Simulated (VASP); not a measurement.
# P (Pm-3m) in VASP: notebook

P is run at these levels: PBE; tasks: single point.

All numbers are computed with VASP 6.6.1; they aren't measurements. Logs are shortened: lines on timing, memory, paths and dates and some standing lists are left out, and cuts for length are marked.

## (1) The cell of the first run

Symmetry: Pm-3m, No. 221, cubic system. Conventional cell: a = 1.800 Å, b = 1.800 Å, c = 1.800 Å, α = 90.00°, β = 90.00°, γ = 90.00°. P (site symmetry m-3m) has 6 P at 1.80 Å within 2.4 Å.

## (2) Single point, PBE (volume scaled by 0.4)

Contents of INCAR:

```
PREC = Accurate ; ENCUT = 520
EDIFF = 1E-7 ; ISMEAR = -1
SIGMA = 0.1 ; LREAL = F
LASPH = T ; NELM = 100
ALGO = Normal ; ISIF = 2
LWAVE = F ; LCHARG = F
GGA = PE ; NBANDS = 8
```

Contents of KPOINTS:

```
Automatic mesh
0
Gamma
  17 17 17
```

Contents of POSCAR:

```
P
1.0
    1.8003216230      0.0000000000      0.0000000000
    0.0000000000      1.8003216230      0.0000000000
    0.0000000000      0.0000000000      1.8003216230
P
1
Direct
    0.0000000000      0.0000000000      0.0000000000
```

Potentials or basis: VASP PAW PBE potentials, release 64 (P).

The run is started by

```sh
cat potpaw_PBE.64/P/POTCAR > POTCAR
mpirun -np 1 vasp_std > vasp.out
```

OUTCAR:

```text
PREC = Accurate
   ENCUT = 520
   EDIFF = 1E-7
   ISMEAR = -1
   LREAL = F
   LASPH = T
   NELM = 100
   ISIF = 2
   GGA = PE

 ion  position               nearest neighbor table
   1  0.000  0.000  0.000-

  LATTYP: Found a simple cubic cell.
 ALAT       =     1.8003216230

  Lattice vectors:

 A1 = (   1.8003216230,   0.0000000000,   0.0000000000)
 A2 = (   0.0000000000,   1.8003216230,   0.0000000000)
 A3 = (   0.0000000000,   0.0000000000,   1.8003216230)

Analysis of symmetry for initial positions (statically):
=====================================================================
 Subroutine PRICEL returns:
 Original cell was already a primitive cell.

 Routine SETGRP: Setting up the symmetry group for a
 simple cubic supercell.

 Subroutine GETGRP returns: Found 48 space group operations
 (whereof 48 operations were pure point group operations)
 out of a pool of 48 trial point group operations.

The static configuration has the point symmetry O_h .

Analysis of symmetry for dynamics (positions and initial velocities):
=====================================================================
 Subroutine PRICEL returns:
 Original cell was already a primitive cell.

 Routine SETGRP: Setting up the symmetry group for a
 simple cubic supercell.

 Subroutine GETGRP returns: Found 48 space group operations
 (whereof 48 operations were pure point group operations)
 out of a pool of 48 trial point group operations.

The dynamic configuration has the point symmetry O_h .

 Subroutine INISYM returns: Found 48 space group operations
 (whereof 48 operations are pure point group operations),
 and found     1 'primitive' translations

----------------------------------------------------------------------------------------

                                     Primitive cell

  volume of cell :       5.8351

  direct lattice vectors                    reciprocal lattice vectors
     1.800321623  0.000000000  0.000000000     0.555456307  0.000000000  0.000000000
     0.000000000  1.800321623  0.000000000     0.000000000  0.555456307  0.000000000
     0.000000000  0.000000000  1.800321623     0.000000000  0.000000000  0.555456307

  length of vectors
     1.800321623  1.800321623  1.800321623     0.555456307  0.555456307  0.555456307

  position of ions in fractional coordinates (direct lattice)
     0.000000000  0.000000000  0.000000000

  ion indices of the primitive-cell ions
   primitive index   ion index
                 1           1

----------------------------------------------------------------------------------------

 KPOINTS: Automatic mesh

Automatic generation of k-mesh.
 Grid dimensions read from file:
 generate k-points for:   17   17   17

 Generating k-lattice:

  Cartesian coordinates                     Fractional coordinates (reciprocal lattice)
     0.032673900  0.000000000  0.000000000     0.058823529  0.000000000  0.000000000
     0.000000000  0.032673900  0.000000000     0.000000000  0.058823529  0.000000000
     0.000000000  0.000000000  0.032673900     0.000000000  0.000000000  0.058823529

  Length of vectors
     0.032673900  0.032673900  0.032673900

  Shift w.r.t. Gamma in fractional coordinates (k-lattice)
     0.000000000  0.000000000  0.000000000

 Subroutine IBZKPT returns following result:
 ===========================================

 Found    165 irreducible k-points:

 Following reciprocal coordinates:
            Coordinates               Weight
  0.000000  0.000000  0.000000      1.000000
  0.058824  0.000000  0.000000      6.000000
  0.117647  0.000000  0.000000      6.000000
  0.176471  0.000000  0.000000      6.000000
  0.235294  0.000000  0.000000      6.000000
  0.294118  0.000000  0.000000      6.000000
[... 16 lines left out ...]
  0.411765  0.117647  0.000000     24.000000
  0.470588  0.117647  0.000000     24.000000
 [... further k-points ...]
   k-points           NKPTS =    165   k-points in BZ     NKDIM =    165   number of bands    NBANDS=      8
   number of dos      NEDOS =    301   number of ions     NIONS =      1
   total plane-waves  NPLWV =   2744
   dimension x,y,z NGX =    14 NGY =   14 NGZ =   14
   dimension x,y,z NGXF=    28 NGYF=   28 NGZF=   28
   ions per type =               1
   NGX,Y,Z   is equivalent  to a cutoff of  12.93, 12.93, 12.93 a.u.
   NGXF,Y,Z  is equivalent  to a cutoff of  25.86, 25.86, 25.86 a.u.
 SYSTEM =  unknown system
   PREC   = accura    normal or accurate (medium, high low for compatibility)
   ISTART =      0    job   : 0-new  1-cont  2-samecut
   ICHARG =      2    charge: 1-file 2-atom 10-const
   ISPIN  =      1    spin polarized calculation?
   LNONCOLLINEAR =      F non collinear calculations
   LSORBIT =      F    spin-orbit coupling
   LASPH  =      T    aspherical Exc in radial PAW
   ENCUT  =  520.0 eV  38.22 Ry    6.18 a.u.   3.35  3.35  3.35*2*pi/ulx,y,z
   NELM   =    100;   NELMIN=  2; NELMDL= -5     # of ELM steps
   EDIFF  = 0.1E-06   stopping-criterion for ELM
   LREAL  =      F    real-space projection
   EDIFFG = 0.1E-05   stopping-criterion for IOM
   NSW    =      0    number of steps for IOM
   IBRION =     -1    ionic relax: 0-MD 1-quasi-New 2-CG
   NFREE  =      0    steps in history (QN), initial steepest desc. (CG)
   ISIF   =      2    stress and relaxation
   ISYM   =      2    0-nonsym 1-usesym 2-fastsym
   POTIM  = 0.5000    time-step for ionic-motion
   TEBEG  =    0.0;   TEEND  =   0.0 temperature during run
   PSTRESS=    0.0 pullay stress
   NELECT =       5.0000    total number of electrons
   NUPDOWN=      -1.0000    fix difference up-down
   EMIN   =  10.00;   EMAX   =-10.00  energy-range for DOS
   EFERMI =   0.00;   METHOD = LEGACY
   ISMEAR =    -1;   SIGMA  =   0.10  broadening in eV -4-tet -1-fermi 0-gaus
   EFERMI_NEDOS =   21; number of points for ismear=-14 and -15
   IALGO  =     38    algorithm
   IMIX   =      4    mixing-type and parameters
     AMIX     =   0.40;   BMIX     =  1.00
     AMIX_MAG =   1.60;   BMIX_MAG =  1.00
  volume/ion in A,a.u.               =       5.84        39.38
  Fermi-wavevector in a.u.,A,eV,Ry     =   1.554944  2.938418 32.896855  2.417851
  Thomas-Fermi vector in A             =   2.658957
   LORBIT       =      0    0 simple, 1 ext, 2 COOP (PROOUT), +10 PAW based schemes
   GGA     = PE    functional components
   LHFCALC =     F    Hartree Fock is set to
   AEXX    =    0.0000 exact exchange contribution
   IVDW    =     0    specifies the selected vdW correction
   LEPSILON=     F    determine dielectric tensor
   LRPA    =     F    only Hartree local field effects (RPA)
 non-spin polarized calculation
  energy-cutoff  :      520.00
  volume of cell :        5.84
 maximum number of plane-waves:       171
 NGX is ok and might be reduce to    14
   NGX =  7   NGY =  7   NGZ =  7

 number of electron       5.0000001 magnetization

 Free energy of the ion-electron system (eV)
  ---------------------------------------------------
  ext. energy  EPLUGINS =         0.00000000
  ---------------------------------------------------
  free energy    TOTEN  =         3.52517985 eV

  energy without entropy =        3.53290048  energy(sigma->0) =        3.52904016

 E-fermi :  27.0535     XC(G=0): -15.7173

 val. band max:       27.0532093720   @ k =   0.4706   0.3529   0.3529
 cond. band min:      27.0644796256   @ k =   0.2353   0.1765   0.1765
 fundamental gap:      0.0112702537
 Fermi energy:        27.0534584921

 k-point     1 :       0.0000    0.0000    0.0000
  band No.  band energies     occupation
      1      -1.2430      2.00000
      2      32.7887      0.00000
      3      32.7887      0.00000
      4      40.4553      0.00000
      5      40.4553      0.00000
      6      40.4553      0.00000
      7      58.0074      0.00000
      8      70.6006      0.00000

 k-point     2 :       0.0588    0.0000    0.0000
  band No.  band energies     occupation
      1      -1.0927      2.00000
      2      31.3903      0.00000
      3      32.9163      0.00000
      4      40.5641      0.00000
      5      40.5641      0.00000
      6      41.7116      0.00000
      7      58.4545      0.00000
      8      69.3117      0.00000

 k-point     3 :       0.1176    0.0000    0.0000
  band No.  band energies     occupation
      1      -0.6426      2.00000
      2      28.5304      0.00000
      3      33.2952      0.00000
      4      40.8909      0.00000
      5      40.8909      0.00000
      6      44.1321      0.00000
      7      59.7887      0.00000
      8      66.5196      0.00000

 k-point     4 :       0.1765    0.0000    0.0000
  band No.  band energies     occupation
      1       0.1044      2.00000
      2      25.3147      2.00000
      3      33.9100      0.00000
      4      41.4366      0.00000
      5      41.4366      0.00000
      6      46.6074      0.00000
      7      61.9421      0.00000
      8      63.3535      0.00000

 k-point     5 :       0.2353    0.0000    0.0000
  band No.  band energies     occupation
      1       1.1434      2.00000
      2      22.0688      2.00000
      3      34.7321      0.00000
      4      42.2025      0.00000
      5      42.2025      0.00000
      6      48.8667      0.00000
      7      60.2252      0.00000
      8      60.2252      0.00000

 k-point     6 :       0.2941    0.0000    0.0000
  band No.  band energies     occupation
      1       2.4679      2.00000
      2      18.9131      2.00000
      3      35.7079      0.00000
      4      43.1888      0.00000
      5      43.1888      0.00000
      6      50.8840      0.00000
      7      57.2796      0.00000
      8      57.2796      0.00000

 k-point     7 :       0.3529    0.0000    0.0000
  band No.  band energies     occupation
      1       4.0695      2.00000
      2      15.9084      2.00000
      3      36.7408      0.00000
      4      44.3914      0.00000
      5      44.3914      0.00000
      6      52.6510      0.00000
      7      54.5803      0.00000
      8      54.5803      0.00000

 k-point     8 :       0.4118    0.0000    0.0000
  band No.  band energies     occupation
      1       5.9358      2.00000
      2      13.0950      2.00000
      3      37.6646      0.00000
      4      45.7845      0.00000
      5      45.7845      0.00000
      6      52.1796      0.00000
      7      52.1796      0.00000
      8      54.0674      0.00000

 k-point     9 :       0.4706    0.0000    0.0000
  band No.  band energies     occupation
      1       8.0310      2.00000
      2      10.5230      2.00000
      3      38.2361      0.00000
      4      47.1835      0.00000
      5      47.1835      0.00000
      6      50.2744      0.00000
      7      50.2744      0.00000
      8      54.5912      0.00000

 k-point    10 :       0.0588    0.0588    0.0000
  band No.  band energies     occupation
      1      -0.9425      2.00000
      2      30.9633      0.00000
      3      32.1834      0.00000
      4      40.6731      0.00000
      5      40.7160      0.00000
      6      42.8388      0.00000
      7      58.8658      0.00000
      8      67.7944      0.00000
[... 78 lines left out ...]
 k-point    18 :       0.1176    0.1176    0.0000
  band No.  band energies     occupation
      1      -0.0445      2.00000
      2      27.8959      0.00044
      3      30.6195      0.00000
      4      41.3285      0.00000
      5      41.4464      0.00000
      6      47.5548      0.00000
      7      60.6999      0.00000
      8      61.9187      0.00000

 k-point    19 :       0.1765    0.1176    0.0000
  band No.  band energies     occupation
      1       0.6996      2.00000
      2      25.5089      2.00000
      3      30.5281      0.00000
      4      41.8764      0.00000
      5      41.9590      0.00000
      6      50.1694      0.00000
      7      58.0624      0.00000
      8      62.9360      0.00000

 k-point    20 :       0.2353    0.1176    0.0000
  band No.  band energies     occupation
      1       1.7346      2.00000
      2      22.4725      2.00000
      3      31.2412      0.00000
      4      42.5323      0.00000
      5      42.6449      0.00000
      6      52.5065      0.00000
      7      55.1108      0.00000
      8      60.3278      0.00000

 k-point    21 :       0.2941    0.1176    0.0000
  band No.  band energies     occupation
      1       3.0541      2.00000
      2      19.3962      2.00000
      3      32.2808      0.00000
      4      42.9664      0.00000
      5      43.6343      0.00000
      6      52.5330      0.00000
      7      54.5741      0.00000
      8      57.5036      0.00000

 k-point    22 :       0.3529    0.1176    0.0000
  band No.  band energies     occupation
      1       4.6495      2.00000
      2      16.4299      2.00000
      3      33.5254      0.00000
      4      42.8824      0.00000
      5      44.8409      0.00000
      6      51.1342      0.00000
      7      54.8678      0.00000
      8      55.7859      0.00000

 k-point    23 :       0.4118    0.1176    0.0000
  band No.  band energies     occupation
      1       6.5085      2.00000
      2      13.6383      2.00000
      3      34.8404      0.00000
      4      42.0731      0.00000
      5      46.2431      0.00000
      6      50.9094      0.00000
      7      52.4953      0.00000
      8      55.9834      0.00000

 k-point    24 :       0.4706    0.1176    0.0000
  band No.  band energies     occupation
      1       8.5928      2.00000
      2      11.0829      2.00000
      3      35.8721      0.00000
      4      41.1300      0.00000
      5      47.6780      0.00000
      6      50.5710      0.00000
      7      51.3143      0.00000
      8      55.4379      0.00000

 [... further k-points ...]

------------------------ aborting loop because EDIFF is reached ----------------------------------------

  FORCE on cell =-STRESS in cart. coord.  units (eV):
  Direction    XX          YY          ZZ          XY          YZ          ZX
  --------------------------------------------------------------------------------------
  -------------------------------------------------------------------------------------
  Total       25.5719675     25.5719675     25.5719675      0.0000000     -0.0000000      0.0000000
  in kB     7021.4116044   7021.4116044   7021.4116044      0.0000000     -0.0000000      0.0000000
  external PRESSURE =    7021.4116044 kB  Pullay stress =       0.0000000 kB

 VOLUME and BASIS-vectors are now :
 -----------------------------------------------------------------------------
  energy-cutoff  :      520.00
  volume of cell :        5.84
      direct lattice vectors                 reciprocal lattice vectors
     1.800321623  0.000000000  0.000000000     0.555456307  0.000000000  0.000000000
     0.000000000  1.800321623  0.000000000     0.000000000  0.555456307  0.000000000
     0.000000000  0.000000000  1.800321623     0.000000000  0.000000000  0.555456307

 POSITION                                       TOTAL-FORCE (eV/Angst)
 -----------------------------------------------------------------------------------
      0.00000      0.00000      0.00000         0.000000      0.000000      0.000000
 -----------------------------------------------------------------------------------
    total drift:                                0.000000      0.000000      0.000000

  FREE ENERGIE OF THE ION-ELECTRON SYSTEM (eV)
  ---------------------------------------------------
  free  energy   TOTEN  =         3.5251798482 eV

  energy  without entropy=        3.5329004775  energy(sigma->0) =        3.52904016
```

Wall time 3.4 s (1 thread of Intel Xeon 6975P-C, shared host); peak memory 0.11 GiB.

The run converged, but its numbers aren't listed here, since they failed a check.

(Part 1 of 3 ends here.)
